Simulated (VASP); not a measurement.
# WSe (P6_3/mmc) in VASP: notebook, part 2 of 2

VASP 6.6.1. Earlier steps stand in the parts before.

## (4) Single point, r2SCAN+U, collinear spin

This run uses another cell than the first one, of 23.83 Å³/atom.

Input file POSCAR:

```
WSe
1.0
    4.0372571324      0.0000000000      0.0000000000
   -2.0186285662      3.4963672383      0.0000000000
    0.0000000000      0.0000000000      6.7531449163
W Se
2 2
Direct
    0.0000000000      0.0000000000      0.0000000000
    0.0000000000      0.0000000000      0.5000000000
    0.3333333333      0.6666666667      0.2500000000
    0.6666666667      0.3333333333      0.7500000000
```

Input file INCAR.step1:

```
PREC = Accurate ; ENCUT = 520
ISMEAR = 0 ; SIGMA = 0.1
LREAL = False ; LASPH = True
NELM = 150 ; ISPIN = 2
MAGMOM = 2.5 2.5 0 0 ; LMAXMIX = 4
LDAU = True ; LDAUTYPE = 2
LDAUL = 2 -1 ; LDAUU = 6.2 0
LDAUJ = 0 0 ; NBANDS = 32
GGA = PE ; ALGO = Normal
EDIFF = 1E-4 ; LWAVE = True
LCHARG = False
```

Input file INCAR.step2:

```
PREC = Accurate ; ENCUT = 520
EDIFF = 1E-7 ; ISMEAR = 0
SIGMA = 0.1 ; LREAL = False
LASPH = True ; NELM = 150
ALGO = Normal ; ISIF = 2
LWAVE = False ; LCHARG = False
ISPIN = 2 ; MAGMOM = 2.5 2.5 0 0
LORBIT = 11 ; LMAXMIX = 4
LDAU = True ; LDAUTYPE = 2
LDAUL = 2 -1 ; LDAUU = 6.2 0
LDAUJ = 0 0 ; LDAUPRINT = 1
METAGGA = R2SCAN ; LMIXTAU = True
NBANDS = 32 ; ISTART = 1
```

Input file KPOINTS:

```
Automatic mesh
0
Gamma
  12 12 6
```

Potentials or basis: VASP PAW PBE potentials, release 64 (W_sv, Se).

Launch:

```sh
> cat potpaw_PBE.64/W_sv/POTCAR potpaw_PBE.64/Se/POTCAR > POTCAR
> cp INCAR.step1 INCAR
> mpirun -np 1 vasp_std > vasp.out
> cp INCAR.step2 INCAR
> mpirun -np 1 vasp_std > vasp.out
```

OUTCAR:

```text
PREC = Accurate
   ENCUT = 520
   EDIFF = 1E-7
   ISMEAR = 0
   LREAL = False
   LASPH = True
   NELM = 150
   ISIF = 2
   ISPIN = 2
   LORBIT = 11
   METAGGA = R2SCAN
   ISTART = 1

 ion  position               nearest neighbor table
   1  0.000  0.000  0.000-   3 2.88   4 2.88   4 2.88   3 2.88   4 2.88   3 2.88   2 3.38   2 3.38

   2  0.000  0.000  0.500-   3 2.88   4 2.88   4 2.88   3 2.88   4 2.88   3 2.88   1 3.38   1 3.38

   3  0.333  0.667  0.250-   1 2.88   2 2.88   1 2.88   2 2.88   1 2.88   2 2.88
   4  0.667  0.333  0.750-   1 2.88   2 2.88   1 2.88   2 2.88   1 2.88   2 2.88

  LATTYP: Found a hexagonal cell.
 ALAT       =     4.0372571324
 C/A-ratio  =     1.6727061703

  Lattice vectors:

 A1 = (   4.0372571324,   0.0000000000,   0.0000000000)
 A2 = (  -2.0186285662,   3.4963672383,   0.0000000000)
 A3 = (   0.0000000000,   0.0000000000,   6.7531449163)

Analysis of symmetry for initial positions (statically):
=====================================================================
 Subroutine PRICEL returns:
 Original cell was already a primitive cell.

 Routine SETGRP: Setting up the symmetry group for a
 hexagonal supercell.

 Subroutine GETGRP returns: Found 24 space group operations
 (whereof 12 operations were pure point group operations)
 out of a pool of 24 trial point group operations.

The static configuration has the point symmetry D_3d.
 The point group associated with its full space group is D_6h.

Analysis of symmetry for dynamics (positions and initial velocities):
=====================================================================
 Subroutine PRICEL returns:
 Original cell was already a primitive cell.

 Routine SETGRP: Setting up the symmetry group for a
 hexagonal supercell.

 Subroutine GETGRP returns: Found 24 space group operations
 (whereof 12 operations were pure point group operations)
 out of a pool of 24 trial point group operations.

The dynamic configuration has the point symmetry D_3d.
 The point group associated with its full space group is D_6h.

Analysis of structural, dynamic, and magnetic symmetry:
=====================================================================
 Subroutine PRICEL returns:
 Original cell was already a primitive cell.

 Routine SETGRP: Setting up the symmetry group for a
 hexagonal supercell.

 Subroutine GETGRP returns: Found 24 space group operations
 (whereof 12 operations were pure point group operations)
 out of a pool of 24 trial point group operations.

The overall configuration has the point symmetry D_3d.
[... 176 lines left out ...]
  o =  0.7813  v = -0.8290  0.0000  0.0000 -0.5593 -0.0000  0.0000  0.0000  0.0000  0.0000  0.0000      0.0000  0.0000  0.0000  0.0000  0.0000  0.0000  0.0000  0.0000  0.0000  0.0000
  o =  0.7813  v =  0.0000  0.5593  0.0000 -0.0000  0.8290  0.0000  0.0000  0.0000  0.0000  0.0000      0.0000  0.0000  0.0000  0.0000  0.0000  0.0000  0.0000  0.0000  0.0000  0.0000

atom =   2  type =  1  l = 2

 onsite density matrix

spin component  1

  0.6940  0.0000 -0.0000 -0.1295  0.0000
  0.0000  0.5894 -0.0000  0.0000 -0.1295
 -0.0000 -0.0000  0.7767  0.0000  0.0000
 -0.1295  0.0000  0.0000  0.5894 -0.0000
  0.0000 -0.1295  0.0000 -0.0000  0.6940

spin component  2

  0.0231 -0.0000 -0.0000  0.0215  0.0000
 -0.0000  0.0408  0.0000  0.0000  0.0215
 -0.0000  0.0000  0.0119 -0.0000  0.0000
  0.0215  0.0000 -0.0000  0.0408 -0.0000
  0.0000  0.0215  0.0000 -0.0000  0.0231

 occupancies and eigenvectors

  o =  0.0086  v =  0.0000  0.0000  0.0000  0.0000  0.0000  0.8312  0.0001  0.0000 -0.5560 -0.0002      0.0000  0.0000  0.0000  0.0000  0.0000  0.0000  0.0000  0.0000  0.0000  0.0000
  o =  0.0086  v =  0.0000  0.0000  0.0000  0.0000  0.0000 -0.0002  0.5560  0.0000  0.0001 -0.8312      0.0000  0.0000  0.0000  0.0000  0.0000  0.0000  0.0000  0.0000  0.0000  0.0000
  o =  0.0119  v =  0.0000  0.0000  0.0000  0.0000  0.0000 -0.0000 -0.0000  1.0000  0.0000  0.0000      0.0000  0.0000  0.0000  0.0000  0.0000  0.0000  0.0000  0.0000  0.0000  0.0000
  o =  0.0552  v =  0.0000  0.0000  0.0000  0.0000  0.0000 -0.5560  0.0000  0.0000 -0.8312  0.0000      0.0000  0.0000  0.0000  0.0000  0.0000  0.0000  0.0000  0.0000  0.0000  0.0000
  o =  0.0552  v =  0.0000  0.0000  0.0000  0.0000  0.0000 -0.0000 -0.8312 -0.0000 -0.0000 -0.5560      0.0000  0.0000  0.0000  0.0000  0.0000  0.0000  0.0000  0.0000  0.0000  0.0000
  o =  0.5020  v =  0.5593  0.0000 -0.0000  0.8290  0.0000  0.0000  0.0000  0.0000  0.0000  0.0000      0.0000  0.0000  0.0000  0.0000  0.0000  0.0000  0.0000  0.0000  0.0000  0.0000
  o =  0.5020  v = -0.0000  0.8290 -0.0000 -0.0000  0.5593  0.0000  0.0000  0.0000  0.0000  0.0000      0.0000  0.0000  0.0000  0.0000  0.0000  0.0000  0.0000  0.0000  0.0000  0.0000
  o =  0.7767  v =  0.0000  0.0000  1.0000 -0.0000 -0.0000  0.0000  0.0000  0.0000  0.0000  0.0000      0.0000  0.0000  0.0000  0.0000  0.0000  0.0000  0.0000  0.0000  0.0000  0.0000
  o =  0.7813  v =  0.8290 -0.0000  0.0000 -0.5593  0.0000  0.0000  0.0000  0.0000  0.0000  0.0000      0.0000  0.0000  0.0000  0.0000  0.0000  0.0000  0.0000  0.0000  0.0000  0.0000
  o =  0.7813  v = -0.0000 -0.5593  0.0000  0.0000  0.8290  0.0000  0.0000  0.0000  0.0000  0.0000      0.0000  0.0000  0.0000  0.0000  0.0000  0.0000  0.0000  0.0000  0.0000  0.0000

 number of electron      40.0000005 magnetization       7.9941452

 Free energy of the ion-electron system (eV)
  ---------------------------------------------------
  ext. energy  EPLUGINS =         0.00000000
  ---------------------------------------------------
  free energy    TOTEN  =      -118.04409304 eV

  energy without entropy =     -118.03601513  energy(sigma->0) =     -118.04005408

 E-fermi :   6.4562     XC(G=0): -10.8359

 val. band max:        6.4503031082   @ k =   0.5000   0.0000   0.0000
 cond. band min:       6.4653034474   @ k =   0.0833   0.0000   0.5000
 fundamental gap:      0.0150003392
 Fermi energy:         6.4561791041

 spin component 1

 k-point     1 :       0.0000    0.0000    0.0000
  band No.  band energies     occupation
      1     -70.7084      1.00000
      2     -70.7044      1.00000
      3     -34.7837      1.00000
      4     -34.6655      1.00000
      5     -34.6655      1.00000
      6     -34.6609      1.00000
[... 1673 lines left out ...]
     31      14.2832      0.00000
     32      14.7213      0.00000

 [... further k-points ...]

------------------------ aborting loop because EDIFF is reached ----------------------------------------

  FORCE on cell =-STRESS in cart. coord.  units (eV):
  Direction    XX          YY          ZZ          XY          YZ          ZX
  --------------------------------------------------------------------------------------
  -------------------------------------------------------------------------------------
  Total       -1.3380658     -1.3380658     -0.6860521      0.0000000      0.0000000      0.0000000
  in kB      -22.4894347    -22.4894347    -11.5307666      0.0000000      0.0000000      0.0000000
  external PRESSURE =     -18.8365453 kB  Pullay stress =       0.0000000 kB

 VOLUME and BASIS-vectors are now :
 -----------------------------------------------------------------------------
  energy-cutoff  :      520.00
  volume of cell :       95.33
      direct lattice vectors                 reciprocal lattice vectors
     4.037257132  0.000000000  0.000000000     0.247692918  0.143005573  0.000000000
    -2.018628566  3.496367238  0.000000000     0.000000000  0.286011146  0.000000000
     0.000000000  0.000000000  6.753144916     0.000000000  0.000000000  0.148079156

 POSITION                                       TOTAL-FORCE (eV/Angst)
 -----------------------------------------------------------------------------------
      0.00000      0.00000      0.00000        -0.000000      0.000000     -0.000000
      0.00000      0.00000      3.37657        -0.000000      0.000000     -0.000000
     -0.00000      2.33091      1.68829        -0.000000      0.000000      0.000000
      2.01863      1.16546      5.06486         0.000000     -0.000000     -0.000000
 -----------------------------------------------------------------------------------
    total drift:                               -0.000000      0.000000      0.000000

  FREE ENERGIE OF THE ION-ELECTRON SYSTEM (eV)
  ---------------------------------------------------
  free  energy   TOTEN  =      -118.0440930379 eV

  energy  without entropy=     -118.0360151291  energy(sigma->0) =     -118.04005408

 total charge

# of ion       s       p       d       tot
------------------------------------------
    1        2.249   6.077   3.444  11.771
    2        2.249   6.077   3.444  11.771
    3        1.461   2.379   0.041   3.881
    4        1.461   2.379   0.041   3.881
--------------------------------------------------
tot          7.421  16.912   6.971  31.304

 magnetization (x)

# of ion       s       p       d       tot
------------------------------------------
    1        0.122   0.031   3.172   3.326
    2        0.122   0.031   3.172   3.326
    3        0.037  -0.177   0.034  -0.106
    4        0.037  -0.177   0.034  -0.106
--------------------------------------------------
tot          0.319  -0.291   6.411   6.439
```

Run time: 51 min. Hardware: 1 thread of AMD EPYC 9755, shared host; peak memory 0.47 GiB.

What came out:

```yaml
Free_energy: -118.0441 eV
Pressure: -1.9 GPa
Band_gap_on_the_k_mesh: zero (filled and empty bands overlap)
Net_moment: 7.99 μB per cell
Site_moments: W +3.33; Se -0.11 μB
Valence_electrons_inside_the_program's_atomic_spheres: W 11.77; Se 3.88
```

Eigenvalues of the final occupation matrices:
```csv
site,spin,trace,eigenvalues
site 1 d,1,3.34,0.50 0.50 0.78 0.78 0.78
site 1 d,2,0.14,0.01 0.01 0.01 0.06 0.06
site 2 d,1,3.34,0.50 0.50 0.78 0.78 0.78
site 2 d,2,0.14,0.01 0.01 0.01 0.06 0.06
```

Caveat: the PAW data sets were made with another functional, which shifts forces and pressure a little; spin-orbit coupling is left out, which moves the levels of the heavy elements.
